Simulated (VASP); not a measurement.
# BN (rocksalt type) (Fm-3m) in VASP: a series of runs

BN (rocksalt type) is run at these levels: PBE; tasks: relaxation of cell and atoms, single point.

Everything below comes from runs of VASP 6.6.1. Logs are shortened: lines on timing, memory, paths and dates and some standing lists are left out, and cuts for length are marked.

## Step 1: The cell of the first run

It takes space group Fm-3m (No. 225, cubic). The conventional cell has a = 3.420 Å, b = 3.420 Å, c = 3.420 Å, α = 90.00°, β = 90.00°, γ = 90.00°. B (site symmetry m-3m) has 6 N at 1.71 Å within 2.3 Å. N (site symmetry m-3m) has 6 B at 1.71 Å within 2.3 Å.

## Step 2: Relaxation of cell and atoms, PBE, target pressure 32 GPa, at which the enthalpy is minimised

Input file INCAR:

```
PREC = Accurate ; ENCUT = 600
EDIFF = 1E-6 ; ISMEAR = -1
SIGMA = 0.1 ; LREAL = F
LASPH = T ; NELM = 80
ALGO = Normal ; ISIF = 3
LWAVE = F ; LCHARG = F
GGA = PE ; IBRION = 2
NSW = 60 ; EDIFFG = -0.005
PSTRESS = 320.0
```

Input file KPOINTS:

```
Automatic mesh
0
Gamma
  16 16 16
```

Input file POSCAR:

```
BN
1.0
    0.0000000000      1.7098745582      1.7098745582
    1.7098745582      0.0000000000      1.7098745582
    1.7098745582      1.7098745582      0.0000000000
B N
1 1
Direct
    0.0000000000      0.0000000000      0.0000000000
    0.5000000000      0.5000000000      0.5000000000
```

Potentials or basis: VASP PAW PBE potentials, release 64 (B, N).

Command:

```sh
$ cat potpaw_PBE.64/B/POTCAR potpaw_PBE.64/N/POTCAR > POTCAR
$ mpirun -np 1 vasp_std > vasp.out
```

OUTCAR:

```text
PREC = Accurate
   ENCUT = 600
   EDIFF = 1E-6
   ISMEAR = -1
   LREAL = F
   LASPH = T
   NELM = 80
   ISIF = 3
   GGA = PE
   IBRION = 2
   NSW = 60
   EDIFFG = -0.005
   PSTRESS = 320.0

 ion  position               nearest neighbor table
   1  0.000  0.000  0.000-   2 1.71   2 1.71   2 1.71   2 1.71   2 1.71   2 1.71
   2  0.500  0.500  0.500-   1 1.71   1 1.71   1 1.71   1 1.71   1 1.71   1 1.71

  LATTYP: Found a face centered cubic cell.
 ALAT       =     3.4197491164

  Lattice vectors:

 A1 = (   0.0000000000,   1.7098745582,   1.7098745582)
 A2 = (   1.7098745582,   0.0000000000,   1.7098745582)
 A3 = (   1.7098745582,   1.7098745582,   0.0000000000)

Analysis of symmetry for initial positions (statically):
=====================================================================
 Subroutine PRICEL returns:
 Original cell was already a primitive cell.

 Routine SETGRP: Setting up the symmetry group for a
 face centered cubic supercell.

 Subroutine GETGRP returns: Found 48 space group operations
 (whereof 48 operations were pure point group operations)
 out of a pool of 48 trial point group operations.

The static configuration has the point symmetry O_h .

Analysis of symmetry for dynamics (positions and initial velocities):
=====================================================================
 Subroutine PRICEL returns:
 Original cell was already a primitive cell.

 Routine SETGRP: Setting up the symmetry group for a
 face centered cubic supercell.

 Subroutine GETGRP returns: Found 48 space group operations
 (whereof 48 operations were pure point group operations)
 out of a pool of 48 trial point group operations.

The dynamic configuration has the point symmetry O_h .

 Subroutine INISYM returns: Found 48 space group operations
 (whereof 48 operations are pure point group operations),
 and found     1 'primitive' translations

----------------------------------------------------------------------------------------

                                     Primitive cell

  volume of cell :       9.9982

  direct lattice vectors                    reciprocal lattice vectors
     0.000000000  1.709874558  1.709874558    -0.292419112  0.292419112  0.292419112
     1.709874558  0.000000000  1.709874558     0.292419112 -0.292419112  0.292419112
     1.709874558  1.709874558  0.000000000     0.292419112  0.292419112 -0.292419112

  length of vectors
     2.418127790  2.418127790  2.418127790     0.506484759  0.506484759  0.506484759

  position of ions in fractional coordinates (direct lattice)
     0.000000000  0.000000000  0.000000000
     0.500000000  0.500000000  0.500000000

  ion indices of the primitive-cell ions
   primitive index   ion index
                 1           1
                 2           2

----------------------------------------------------------------------------------------

 KPOINTS: Automatic mesh

Automatic generation of k-mesh.
 Grid dimensions read from file:
 generate k-points for:   16   16   16

 Generating k-lattice:

  Cartesian coordinates                     Fractional coordinates (reciprocal lattice)
    -0.018276195  0.018276195  0.018276195     0.062500000  0.000000000  0.000000000
     0.018276195 -0.018276195  0.018276195     0.000000000  0.062500000  0.000000000
     0.018276195  0.018276195 -0.018276195     0.000000000  0.000000000  0.062500000

  Length of vectors
     0.031655297  0.031655297  0.031655297

  Shift w.r.t. Gamma in fractional coordinates (k-lattice)
     0.000000000  0.000000000  0.000000000

 Subroutine IBZKPT returns following result:
 ===========================================

 Found    145 irreducible k-points:

 Following reciprocal coordinates:
            Coordinates               Weight
  0.000000  0.000000  0.000000      1.000000
  0.062500  0.000000  0.000000      8.000000
  0.125000  0.000000  0.000000      8.000000
  0.187500  0.000000  0.000000      8.000000
  0.250000  0.000000  0.000000      8.000000
  0.312500  0.000000  0.000000      8.000000
[... 16 lines left out ...]
 -0.125000  0.062500  0.000000     24.000000
 -0.062500  0.062500  0.000000     12.000000
 [... further k-points ...]
   k-points           NKPTS =    145   k-points in BZ     NKDIM =    145   number of bands    NBANDS=      8
   number of dos      NEDOS =    301   number of ions     NIONS =      2
   total plane-waves  NPLWV =   8000
   dimension x,y,z NGX =    20 NGY =   20 NGZ =   20
   dimension x,y,z NGXF=    40 NGYF=   40 NGZF=   40
   ions per type =               1   1
   NGX,Y,Z   is equivalent  to a cutoff of  13.75, 13.75, 13.75 a.u.
   NGXF,Y,Z  is equivalent  to a cutoff of  27.50, 27.50, 27.50 a.u.
 SYSTEM =  unknown system
   PREC   = accura    normal or accurate (medium, high low for compatibility)
   ISTART =      0    job   : 0-new  1-cont  2-samecut
   ICHARG =      2    charge: 1-file 2-atom 10-const
   ISPIN  =      1    spin polarized calculation?
   LNONCOLLINEAR =      F non collinear calculations
   LSORBIT =      F    spin-orbit coupling
   LASPH  =      T    aspherical Exc in radial PAW
   ENCUT  =  600.0 eV  44.10 Ry    6.64 a.u.   4.83  4.83  4.83*2*pi/ulx,y,z
   NELM   =     80;   NELMIN=  2; NELMDL= -5     # of ELM steps
   EDIFF  = 0.1E-05   stopping-criterion for ELM
   LREAL  =      F    real-space projection
   EDIFFG = -.5E-02   stopping-criterion for IOM
   NSW    =     60    number of steps for IOM
   IBRION =      2    ionic relax: 0-MD 1-quasi-New 2-CG
   NFREE  =      1    steps in history (QN), initial steepest desc. (CG)
   ISIF   =      3    stress and relaxation
   ISYM   =      2    0-nonsym 1-usesym 2-fastsym
   POTIM  = 0.5000    time-step for ionic-motion
   TEBEG  =    0.0;   TEEND  =   0.0 temperature during run
   PSTRESS=  320.0 pullay stress
   NELECT =       8.0000    total number of electrons
   NUPDOWN=      -1.0000    fix difference up-down
   EMIN   =  10.00;   EMAX   =-10.00  energy-range for DOS
   EFERMI =   0.00;   METHOD = LEGACY
   ISMEAR =    -1;   SIGMA  =   0.10  broadening in eV -4-tet -1-fermi 0-gaus
   EFERMI_NEDOS =   21; number of points for ismear=-14 and -15
   IALGO  =     38    algorithm
   IMIX   =      4    mixing-type and parameters
     AMIX     =   0.40;   BMIX     =  1.00
     AMIX_MAG =   1.60;   BMIX_MAG =  1.00
  volume/ion in A,a.u.               =       5.00        33.74
  Fermi-wavevector in a.u.,A,eV,Ry     =   1.519838  2.872077 31.428192  2.309907
  Thomas-Fermi vector in A             =   2.628770
   LORBIT       =      0    0 simple, 1 ext, 2 COOP (PROOUT), +10 PAW based schemes
   GGA     = PE    functional components
   LHFCALC =     F    Hartree Fock is set to
   AEXX    =    0.0000 exact exchange contribution
   IVDW    =     0    specifies the selected vdW correction
   LEPSILON=     F    determine dielectric tensor
   LRPA    =     F    only Hartree local field effects (RPA)
 conjugate gradient relaxation of ions
 non-spin polarized calculation
  energy-cutoff  :      600.00
  volume of cell :       10.00
 maximum number of plane-waves:       343
   NGX =  9   NGY =  9   NGZ =  9

--------------------------------------- Ionic step        1  -------------------------------------------

 number of electron       8.0000001 magnetization

 Free energy of the ion-electron system (eV)
  ---------------------------------------------------
  ext. energy  EPLUGINS =         0.00000000
  ---------------------------------------------------
  free energy    TOTEN  =       -13.87737080 eV

  energy without entropy =      -13.87736744  energy(sigma->0) =      -13.87736912

------------------------ aborting loop because EDIFF is reached ----------------------------------------

  FORCE on cell =-STRESS in cart. coord.  units (eV):
  Direction    XX          YY          ZZ          XY          YZ          ZX
  --------------------------------------------------------------------------------------
  -------------------------------------------------------------------------------------
  Total        1.9732165      1.9732165      1.9732165      0.0000000     -0.0000000      0.0000000
  in kB      316.2005170    316.2005170    316.2005170      0.0000000     -0.0000000      0.0000000
  external PRESSURE =      -3.7994830 kB  Pullay stress =     320.0000000 kB

 VOLUME and BASIS-vectors are now :
 -----------------------------------------------------------------------------
  energy-cutoff  :      600.00
  volume of cell :       10.00
      direct lattice vectors                 reciprocal lattice vectors
     0.000000000  1.709874558  1.709874558    -0.292419112  0.292419112  0.292419112
     1.709874558  0.000000000  1.709874558     0.292419112 -0.292419112  0.292419112
     1.709874558  1.709874558  0.000000000     0.292419112  0.292419112 -0.292419112
[... 46 lines left out ...]
  FREE ENERGIE OF THE ION-ELECTRON SYSTEM (eV)
  ---------------------------------------------------
  free  energy   TOTEN  =       -13.8739420234 eV

  energy  without entropy=      -13.8739388569  energy(sigma->0) =      -13.87394044

  enthalpy is  TOTEN    =       -11.8804395450 eV   P V=        1.9935024784

--------------------------------------- Ionic step        3  -------------------------------------------

 number of electron       8.0000001 magnetization

 Free energy of the ion-electron system (eV)
  ---------------------------------------------------
  ext. energy  EPLUGINS =         0.00000000
  ---------------------------------------------------
  free energy    TOTEN  =       -13.87584410 eV

  energy without entropy =      -13.87584082  energy(sigma->0) =      -13.87584246

 E-fermi :  12.2949     XC(G=0): -14.0790

 val. band max:       11.3303445524   @ k =  -0.1875   0.1250   0.0000
 cond. band min:      13.0669413315   @ k =   0.5000   0.5000   0.0000
 fundamental gap:      1.7365967791
 Fermi energy:        12.2949072266

 k-point     1 :       0.0000    0.0000    0.0000
  band No.  band energies     occupation
      1     -12.0696      2.00000
      2      10.4130      2.00000
      3      10.4130      2.00000
      4      10.4130      2.00000
      5      21.9322      0.00000
      6      24.0815      0.00000
      7      24.0815      0.00000
      8      24.0815      0.00000

 k-point     2 :       0.0625    0.0000    0.0000
  band No.  band energies     occupation
      1     -11.9546      2.00000
      2       9.9163      2.00000
      3      10.4013      2.00000
      4      10.4013      2.00000
      5      22.0332      0.00000
      6      23.6548      0.00000
      7      23.6548      0.00000
      8      24.0149      0.00000
[... 221 lines left out ...]
 k-point    23 :      -0.1250    0.0625    0.0000
  band No.  band energies     occupation
      1     -11.3448      2.00000
      2       8.0194      2.00000
      3       9.4829      2.00000
      4      10.8300      2.00000
      5      21.1663      0.00000
      6      21.6520      0.00000
      7      23.0881      0.00000
      8      24.1544      0.00000

 k-point    24 :      -0.0625    0.0625    0.0000
  band No.  band energies     occupation
      1     -11.7634      2.00000
      2       9.4202      2.00000
      3       9.8447      2.00000
      4      10.6401      2.00000
      5      22.0698      0.00000
      6      22.5717      0.00000
      7      23.5449      0.00000
      8      24.0156      0.00000

 [... further k-points ...]
[... 5 lines left out ...]
  --------------------------------------------------------------------------------------
  -------------------------------------------------------------------------------------
  Total        1.9968123      1.9968123      1.9968123     -0.0000000      0.0000000     -0.0000000
  in kB      320.2280393    320.2280393    320.2280393     -0.0000000      0.0000000     -0.0000000
  external PRESSURE =       0.2280393 kB  Pullay stress =     320.0000000 kB

 VOLUME and BASIS-vectors are now :
 -----------------------------------------------------------------------------
  energy-cutoff  :      600.00
  volume of cell :        9.99
      direct lattice vectors                 reciprocal lattice vectors
    -0.000000000  1.709435926  1.709435926    -0.292494145  0.292494145  0.292494145
     1.709435926 -0.000000000  1.709435926     0.292494145 -0.292494145  0.292494145
     1.709435926  1.709435926  0.000000000     0.292494145  0.292494145 -0.292494145

 POSITION                                       TOTAL-FORCE (eV/Angst)
 -----------------------------------------------------------------------------------
      0.00000     -0.00000      0.00000        -0.000000      0.000000      0.000000
      1.70944      1.70944      1.70944         0.000000     -0.000000     -0.000000
 -----------------------------------------------------------------------------------
    total drift:                                0.000000      0.000000      0.000000

  FREE ENERGIE OF THE ION-ELECTRON SYSTEM (eV)
  ---------------------------------------------------
  free  energy   TOTEN  =       -13.8758440999 eV

  energy  without entropy=      -13.8758408216  energy(sigma->0) =      -13.87584246

  enthalpy is  TOTEN    =       -11.8804537287 eV   P V=        1.9953903712

 reached required accuracy - stopping structural energy minimisation
```

Wall time 8.7 s (1 thread of Intel Xeon 6975P-C (Granite Rapids), shared host); peak memory 0.13 GiB.

What came out:

```yaml
Free_energy: -13.8758 eV
Relaxed_volume: 5.00 Å³/atom
Relaxed_cell: a = 2.418 Å, b = 2.418 Å, c = 2.418 Å, α = 60.00°, β = 60.00°, γ = 60.00°
Space_group_after_relaxing_to_0.05_Å: Fm-3m (No. 225)
Energy_change_on_relaxing_the_enthalpy_is_what_falls: +0.8 meV/atom
Ionic_steps: 3
Pressure_after_relaxing: 32.0 GPa
Band_gap_on_the_k_mesh: 1.74 eV, indirect (least direct gap 6.08 eV)
```

The path:
```tsv
step	energy change (eV)	largest force (eV/Å)	pressure (GPa)	volume (Å³)
1	0.0000	0.0000	31.62	10.00
2	0.0034	0.0000	32.47	9.98
3	0.0015	0.0000	32.02	9.99
```

Final structure:
```yaml
crystal:
  lattice:
    - [0.00000, 1.70944, 1.70944]
    - [1.70944, 0.00000, 1.70944]
    - [1.70944, 1.70944, 0.00000]
  atoms:
    - { symbol: B, position: [0.00000, 0.00000, 0.00000] }
    - { symbol: N, position: [0.50000, 0.50000, 0.50000] }
```

Caveat: the cell is relaxed towards a set pressure, so the enthalpy falls and the energy may rise.

## Step 3: Relaxation of cell and atoms, PBE, target pressure 32 GPa, at which the enthalpy is minimised

Input file INCAR:

```
SYSTEM = BN
ALGO = Normal
EDIFF = 1E-6
EDIFFG = -0.005
ENCUT = 600
GGA = PE
IBRION = 2
ISIF = 3
ISMEAR = -1
LASPH = .True.
LCHARG = .False.
LREAL = .False.
LWAVE = .False.
NELM = 60
NSW = 32
PREC = Accurate
PSTRESS = 320.0
SIGMA = 0.1
```

Input file KPOINTS:

```
k-points
0
Gamma
  16 16 16
  0 0 0
```

Input file POSCAR:

```
BN
1.0
    0.0000000000      1.7095140762      1.7095140762
    1.7095140762      0.0000000000      1.7095140762
    1.7095140762      1.7095140762      0.0000000000
B N
1 1
Direct
    0.0000000000      0.0000000000      0.0000000000
    0.5000000000      0.5000000000      0.5000000000
```

Potentials or basis: VASP PAW PBE potentials, release 64 (B, N).

Command:

```sh
$ cat potpaw_PBE.64/B/POTCAR potpaw_PBE.64/N/POTCAR > POTCAR
$ mpirun -np 1 vasp_std > vasp.out
```

Run time: 5.4 s. Hardware: 1 thread of Intel Xeon 6975P-C (Granite Rapids), shared host; peak memory 0.13 GiB.

Results (log left out):

```
Free energy             : -13.8761 eV
Pressure after relaxing : 31.9 GPa
Band gap on the k mesh  : 1.74 eV, indirect (least direct gap 6.08 eV)
```

Final structure:
```yaml
crystal:
  lattice:
    - [0.00000, 1.70951, 1.70951]
    - [1.70951, 0.00000, 1.70951]
    - [1.70951, 1.70951, 0.00000]
  atoms:
    - { symbol: B, position: [0.00000, 0.00000, 0.00000] }
    - { symbol: N, position: [0.50000, 0.50000, 0.50000] }
```

Levels at points of the mesh, in eV from the valence-band top:
```
           k point  band 2  band 3  band 4  band 5  band 6  band 7
(0.00, 0.00, 0.00)   -0.92   -0.92   -0.92   10.60   12.75   12.75
(0.50, 0.00, 0.00)  -13.22   -0.70   -0.70    5.38    5.38    7.89
(0.50, 0.50, 0.00)  -12.65   -6.00   -6.00    1.74    8.74   15.54
```

Caveat: the relaxation stopped at its first step, so nothing moved; the cell is relaxed towards a set pressure, so the enthalpy falls and the energy may rise.

## Step 4: Single point, PBE

Input file INCAR:

```
PREC = Accurate
ENCUT = 520
EDIFF = 1E-6
ISMEAR = -1
SIGMA = 0.1
LREAL = F
LASPH = T
NELM = 100
ALGO = Normal
ISIF = 2
LWAVE = F
LCHARG = T
GGA = PE
LELF = T
LVHAR = T
NBANDS = 11
```

Input file KPOINTS:

```
Automatic mesh
0
Gamma
  16 16 16
```

POSCAR is that of step 3.

Command:

```sh
$ cat potpaw_PBE.64/B/POTCAR potpaw_PBE.64/N/POTCAR > POTCAR
$ mpirun -np 1 vasp_std > vasp.out
```

Run time: 8.2 s. Hardware: 1 thread of Intel Xeon Platinum 8488C (Sapphire Rapids), shared host; peak memory 0.12 GiB.

It converged, with:

```
Free energy            : -13.8729 eV
Pressure               : 32.1 GPa
Band gap on the k mesh : 1.74 eV, indirect (least direct gap 6.08 eV)
```

Levels at points of the mesh, in eV from the valence-band top:
```tsv
k point	band 2	band 3	band 4	band 5	band 6	band 7
(0.00, 0.00, 0.00)	-0.92	-0.92	-0.92	10.60	12.75	12.75
(0.50, 0.00, 0.00)	-13.22	-0.70	-0.70	5.38	5.38	7.89
(0.50, 0.50, 0.00)	-12.65	-6.00	-6.00	1.74	8.74	15.54
```

A k mesh can miss the band edges.

## Step 5: Single point, PBE

Input file INCAR:

```
ALGO     = Normal         # electronic algorithm
EDIFF    = 1E-6           # SCF threshold, eV
ENCUT    = 520            # plane-wave cutoff, eV
GGA      = PE             # functional
ISIF     = 2              # what is computed and relaxed
ISMEAR   = -1             # smearing method
LASPH    = T              # aspherical terms in the spheres
LCHARG   = F              # write CHGCAR
LREAL    = F              # projectors in reciprocal space
LWAVE    = F              # write WAVECAR
NBANDS   = 11             # bands
NELM     = 80             # most SCF steps
PREC     = Accurate       # precision mode
SIGMA    = 0.1            # smearing width, eV
```

Input file KPOINTS:

```
k-points
0
Gamma
  16 16 16
```

Input file POSCAR:

```
BN
1.0
    0.0000000000      1.7097833382      1.7097833382
    1.7097833382      0.0000000000      1.7097833382
    1.7097833382      1.7097833382      0.0000000000
B N
1 1
Direct
    0.0000000000      0.0000000000      0.0000000000
    0.5000000000      0.5000000000      0.5000000000
```

Command:

```sh
$ cat potpaw_PBE.64/B/POTCAR potpaw_PBE.64/N/POTCAR > POTCAR
$ mpirun -np 1 vasp_std > vasp.out
```

Run time: 7.7 s. Hardware: 1 thread of Intel Xeon Platinum 8488C (Sapphire Rapids), shared host; peak memory 0.12 GiB.

Results (log left out):

- Free energy: -13.8739 eV
- Pressure: 31.9 GPa
- Band gap on the k mesh: 1.73 eV, indirect (least direct gap 6.08 eV)

Levels at points of the mesh, in eV from the valence-band top:
```
           k point  band 1  band 2  band 3  band 4  band 5  band 6  band 7  band 8  band 9
(0.00, 0.00, 0.00)  -23.39   -0.92   -0.92   -0.92   10.59   12.75   12.75   12.75   18.95
(0.50, 0.00, 0.00)  -17.89  -13.21   -0.70   -0.70    5.38    5.38    7.89   14.86   23.52
(0.50, 0.50, 0.00)  -14.75  -12.65   -6.00   -6.00    1.73    8.74   15.54   15.54   17.32
```

A k mesh can miss the band edges.
